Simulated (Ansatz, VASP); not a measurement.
**Ga in VASP and in Ansatz**

```
CELL_PARAMETERS angstrom
2.23933 -3.79695 0.00000
2.23933 3.79695 0.00000
0.00000 0.00000 4.51812
ATOMIC_POSITIONS crystal
Ga 0.65599 0.34401 0.41513
Ga 0.84401 0.15599 0.91513
Ga 0.34401 0.65599 0.58487
Ga 0.15599 0.84401 0.08487
```

Alike in both runs: functional r2SCAN; k mesh 12 × 12 × 10; occupations gaussian, width 0.1 eV; no spin polarisation.

Ansatz relaxed the structure, and its values are those at the end. VASP's run is a single point on that final structure, the one shown.

|  | VASP | Ansatz |
| --- | --- | --- |
| version | VASP 6.6.1 | Ansatz 0.2.0 |
| potentials or method | VASP PAW PBE potentials, release 64 (Ga_d), cutoff 520 eV | scalar-relativistic, plane waves, PAW |
| valence electrons in the cell | 52 | 52 |

```tsv
	VASP	Ansatz	Ansatz less VASP
gap on the k mesh at the Fermi level (eV)	none	none	-
pressure (GPa)	0.1	0.0	-0.13
rms of the force components (eV/Å)	0.005	0.002	-0.0030
```

VASP's potentials were made for PBE, not for r2SCAN. A gap of «none» marks a metal or a gap that the smearing closes.
